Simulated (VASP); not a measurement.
# MgO (Fm-3m) in VASP: single point with PBE

Aim: the single point of MgO with PBE.

Program: VASP 6.6.1. These are calculated values, not measurements. Logs are shortened: lines on timing, memory, paths and dates and some standing lists are left out, and cuts for length are marked.

### 1 The cell of the first run

It takes space group Fm-3m (No. 225, cubic). The conventional cell has a = 4.254 Å, b = 4.254 Å, c = 4.254 Å, α = 90.00°, β = 90.00°, γ = 90.00°. Within 2.8 Å of Mg (site symmetry m-3m) lie 6 O at 2.13 Å. O (site symmetry m-3m) has 6 Mg at 2.13 Å within 2.8 Å.

### 2 Single point, PBE

The input, INCAR:

```
SYSTEM = MgO
ALGO     = Normal         ! electronic algorithm
EDIFF    = 1E-6           ! SCF threshold, eV
ENCUT    = 520            ! plane-wave cutoff, eV
GGA      = PE             ! functional
ISIF     = 2              ! what is computed and relaxed
ISMEAR   = 0              ! smearing method
LASPH    = .True.         ! aspherical terms in the spheres
LCHARG   = .False.        ! write CHGCAR
LREAL    = Auto         
LWAVE    = .False.        ! write WAVECAR
NBANDS   = 141            ! bands
NELM     = 100            ! most SCF steps
PREC     = Accurate       ! precision mode
SIGMA    = 0.01           ! smearing width, eV
```

The input, KPOINTS:

```
k-points
0
Gamma
  2 2 2
  0 0 0
```

The input, POSCAR:

```
MgO
1.0
    6.3803844976     -6.3803844976      0.0000000000
    6.3803844976      0.0000000000      6.3803844976
    0.0000000000     -6.3803844976      6.3803844976
Mg O
27 27
Direct
    0.3333333333      0.3333333333      1.0000000000
    0.3333333333      0.3333333333      0.3333333333
    0.3333333333      0.6666666667      1.0000000000
    0.3333333333      0.3333333333      0.6666666667
    0.3333333333      0.6666666667      0.3333333333
    0.3333333333      0.0000000000      1.0000000000
    0.3333333333      0.6666666667      0.6666666667
    0.3333333333      0.0000000000      0.3333333333
    0.3333333333      1.0000000000      0.6666666667
    0.0000000000      0.3333333333      1.0000000000
    0.0000000000      0.3333333333      0.3333333333
    0.0000000000      0.6666666667      1.0000000000
    0.0000000000      0.3333333333      0.6666666667
    0.0000000000      0.6666666667      0.3333333333
    0.0000000000      0.0000000000      1.0000000000
    0.0000000000      0.6666666667      0.6666666667
    0.0000000000      0.0000000000      0.3333333333
    0.0000000000      1.0000000000      0.6666666667
    0.6666666667      0.3333333333      1.0000000000
    0.6666666667      0.3333333333      0.3333333333
    0.6666666667      0.6666666667      1.0000000000
    0.6666666667      0.3333333333      0.6666666667
    0.6666666667      0.6666666667      0.3333333333
    0.6666666667      0.0000000000      1.0000000000
    0.6666666667      0.6666666667      0.6666666667
    0.6666666667      0.0000000000      0.3333333333
    0.6666666667      1.0000000000      0.6666666667
    0.5000000000      0.5000000000      0.8333333333
    0.5000000000      0.5000000000      0.1666666667
    0.5000000000      0.8333333333      0.8333333333
    0.5000000000      0.5000000000      0.5000000000
    0.5000000000      0.8333333333      0.1666666667
    0.5000000000      0.1666666667      0.8333333333
    0.5000000000      0.8333333333      0.5000000000
    0.5000000000      0.1666666667      0.1666666667
    0.5000000000      0.1666666667      0.5000000000
    0.1666666667      0.5000000000      0.8333333333
    0.1666666667      0.5000000000      0.1666666667
    0.1666666667      0.8333333333      0.8333333333
    0.1666666667      0.5000000000      0.5000000000
    0.1666666667      0.8333333333      0.1666666667
    0.1666666667      0.1666666667      0.8333333333
    0.1666666667      0.8333333333      0.5000000000
    0.1666666667      0.1666666667      0.1666666667
    0.1666666667      0.1666666667      0.5000000000
    0.8333333333      0.5000000000      0.8333333333
    0.8333333333      0.5000000000      0.1666666667
    0.8333333333      0.8333333333      0.8333333333
    0.8333333333      0.5000000000      0.5000000000
    0.8333333333      0.8333333333      0.1666666667
    0.8333333333      0.1666666667      0.8333333333
    0.8333333333      0.8333333333      0.5000000000
    0.8333333333      0.1666666667      0.1666666667
    0.8333333333      0.1666666667      0.5000000000
```

Potentials or basis: VASP PAW PBE potentials, release 64 (Mg, O).

Run with:

```
> cat potpaw_PBE.64/Mg/POTCAR potpaw_PBE.64/O/POTCAR > POTCAR
> mpirun -np 1 vasp_std > vasp.out
```

OUTCAR:

```text
SYSTEM = MgO
   EDIFF = 1E-6
   ENCUT = 520
   GGA = PE
   ISIF = 2
   ISMEAR = 0
   LASPH = .True.
   LREAL = Auto
   NELM = 100
   PREC = Accurate

 ion  position               nearest neighbor table
   1  0.333  0.333  0.000-  44 2.13  37 2.13  33 2.13  28 2.13  38 2.13  35 2.13   2 3.01   4 3.01
                             6 3.01   8 3.01  10 3.01  11 3.01  22 3.01  24 3.01   7 3.01  12 3.01
   2  0.333  0.333  0.333-  35 2.13  38 2.13  45 2.13  29 2.13  40 2.13  36 2.13   1 3.01   8 3.01
                            11 3.01   9 3.01   3 3.01  13 3.01  14 3.01  19 3.01  26 3.01   5 3.01
   3  0.333  0.667  0.000-  30 2.13  38 2.13  39 2.13  41 2.13  28 2.13  29 2.13  15 3.01   5 3.01
                             6 3.01   7 3.01   9 3.01  12 3.01  14 3.01   2 3.01  25 3.01  19 3.01
   4  0.333  0.333  0.667-  42 2.13  36 2.13  37 2.13  40 2.13  33 2.13  31 2.13   6 3.01   9 3.01
                            10 3.01  13 3.01   1 3.01  16 3.01  27 3.01   5 3.01  20 3.01  22 3.01
   5  0.333  0.667  0.333-  41 2.13  32 2.13  40 2.13  29 2.13  43 2.13  31 2.13   6 3.01   8 3.01
                            14 3.01  17 3.01   3 3.01  16 3.01  21 3.01   4 3.01  20 3.01   2 3.01
   6  0.333  0.000  0.000-  41 2.13  42 2.13  33 2.13  30 2.13  32 2.13  44 2.13  10 3.01  15 3.01
                            17 3.01   1 3.01   3 3.01   4 3.01   5 3.01   8 3.01   9 3.01  21 3.01
   7  0.333  0.667  0.667-  39 2.13  34 2.13  37 2.13  28 2.13  43 2.13  31 2.13   9 3.01  12 3.01
                            16 3.01  18 3.01   3 3.01   1 3.01   8 3.01   4 3.01  22 3.01  23 3.01
   8  0.333  0.000  0.333-  44 2.13  43 2.13  32 2.13  34 2.13  35 2.13  45 2.13   1 3.01   2 3.01
                             5 3.01   6 3.01  11 3.01  17 3.01  23 3.01  24 3.01   7 3.01  18 3.01
   9  0.333  0.000  0.667-  30 2.13  39 2.13  42 2.13  45 2.13  36 2.13  34 2.13  18 3.01   3 3.01
[... 70 lines left out ...]
 A1 = (   6.3803844976,  -6.3803844976,   0.0000000000)
 A2 = (   6.3803844976,   0.0000000000,   6.3803844976)
 A3 = (   0.0000000000,  -6.3803844976,   6.3803844976)

Analysis of symmetry for initial positions (statically):
=====================================================================
 Subroutine PRICEL returns following result:

  LATTYP: Found a face centered cubic cell.
 ALAT       =     4.2535896646

  Lattice vectors:

 A1 = (   2.1267948323,  -2.1267948323,   0.0000000000)
 A2 = (   2.1267948323,   0.0000000000,   2.1267948323)
 A3 = (   0.0000000000,  -2.1267948323,   2.1267948323)

  27 primitive cells build up your supercell.

 Routine SETGRP: Setting up the symmetry group for a
 face centered cubic supercell.

 Subroutine GETGRP returns: Found 48 space group operations
 (whereof 48 operations were pure point group operations)
 out of a pool of 48 trial point group operations.

The static configuration has the point symmetry O_h .

Analysis of symmetry for dynamics (positions and initial velocities):
[... 114 lines left out ...]
   ISMEAR =     0;   SIGMA  =   0.01  broadening in eV -4-tet -1-fermi 0-gaus
   EFERMI_NEDOS =   21; number of points for ismear=-14 and -15
   IALGO  =     38    algorithm
   IMIX   =      4    mixing-type and parameters
     AMIX     =   0.40;   BMIX     =  1.00
     AMIX_MAG =   1.60;   BMIX_MAG =  1.00
  volume/ion in A,a.u.               =       9.62        64.92
  Fermi-wavevector in a.u.,A,eV,Ry     =   1.221901  2.309057 20.314059  1.493041
  Thomas-Fermi vector in A             =   2.357067
   LORBIT       =      0    0 simple, 1 ext, 2 COOP (PROOUT), +10 PAW based schemes
   GGA     = PE    functional components
   LHFCALC =     F    Hartree Fock is set to
   AEXX    =    0.0000 exact exchange contribution
   IVDW    =     0    specifies the selected vdW correction
   LEPSILON=     F    determine dielectric tensor
   LRPA    =     F    only Hartree local field effects (RPA)
 non-spin polarized calculation
 Gauss-broadening in eV      SIGMA  =   0.01
  energy-cutoff  :      520.00
  volume of cell :      519.48
 maximum number of plane-waves:     14002
 NGX is ok and might be reduce to    70
   NGX = 33   NGY = 33   NGZ = 33

 number of electron     216.0000001 magnetization

 Free energy of the ion-electron system (eV)
  ---------------------------------------------------
  ext. energy  EPLUGINS =         0.00000000
  ---------------------------------------------------
  free energy    TOTEN  =      -321.61890554 eV

  energy without entropy =     -321.61890554  energy(sigma->0) =     -321.61890554

 E-fermi :   3.0186     XC(G=0): -10.9399

 val. band max:        2.9701023834   @ k =   0.0000   0.0000   0.0000
 cond. band min:       7.4148942749   @ k =   0.0000   0.0000   0.0000
 fundamental gap:      4.4447918915
 Fermi energy:         3.0185724639

 k-point     1 :       0.0000    0.0000    0.0000
  band No.  band energies     occupation
      1     -14.1453      2.00000
      2     -13.2765      2.00000
      3     -13.2765      2.00000
      4     -13.2765      2.00000
      5     -13.2765      2.00000
      6     -13.2765      2.00000
[... 358 lines left out ...]
    119      11.7562      0.00000
    120      11.7562      0.00000
 [bands above 120 left out]

------------------------ aborting loop because EDIFF is reached ----------------------------------------

  FORCE on cell =-STRESS in cart. coord.  units (eV):
  Direction    XX          YY          ZZ          XY          YZ          ZX
  --------------------------------------------------------------------------------------
  -------------------------------------------------------------------------------------
  Total       -2.3064553     -2.3064553     -2.3064553      0.0000000     -0.0000000      0.0000000
  in kB       -7.1135285     -7.1135285     -7.1135285      0.0000000     -0.0000000      0.0000000
  external PRESSURE =      -7.1135285 kB  Pullay stress =       0.0000000 kB

 VOLUME and BASIS-vectors are now :
 -----------------------------------------------------------------------------
  energy-cutoff  :      520.00
  volume of cell :      519.48
      direct lattice vectors                 reciprocal lattice vectors
     6.380384498 -6.380384498  0.000000000     0.078365183 -0.078365183 -0.078365183
     6.380384498  0.000000000  6.380384498     0.078365183  0.078365183  0.078365183
     0.000000000 -6.380384498  6.380384498    -0.078365183 -0.078365183  0.078365183

 POSITION                                       TOTAL-FORCE (eV/Angst)
 -----------------------------------------------------------------------------------
      4.25359     -2.12679      2.12679        -0.000000      0.000000     -0.000000
      4.25359     -4.25359      4.25359        -0.000000      0.000000     -0.000000
      6.38038     -2.12679      4.25359        -0.000000      0.000000     -0.000000
      4.25359     -6.38038      6.38038        -0.000000      0.000000     -0.000000
      6.38038     -4.25359      6.38038        -0.000000      0.000000     -0.000000
      2.12679     -2.12679      0.00000        -0.000000      0.000000     -0.000000
[... 46 lines left out ...]
      6.38038     -6.38038      2.12679         0.000000     -0.000000      0.000000
      6.38038     -8.50718      4.25359        -0.000000      0.000000      0.000000
 -----------------------------------------------------------------------------------
    total drift:                                0.000000      0.000000     -0.000000

  FREE ENERGIE OF THE ION-ELECTRON SYSTEM (eV)
  ---------------------------------------------------
  free  energy   TOTEN  =      -321.6189055438 eV

  energy  without entropy=     -321.6189055438  energy(sigma->0) =     -321.61890554
```

It took 9.8 min on 1 thread of Oxide Virtual Turin-like, shared host; peak memory 0.71 GiB.

Results:

```
Free energy            : -321.6189 eV
Pressure               : -0.7 GPa
Band gap on the k mesh : 4.44 eV
```

Caveat: the k points lie up to 0.43 Å⁻¹ apart.
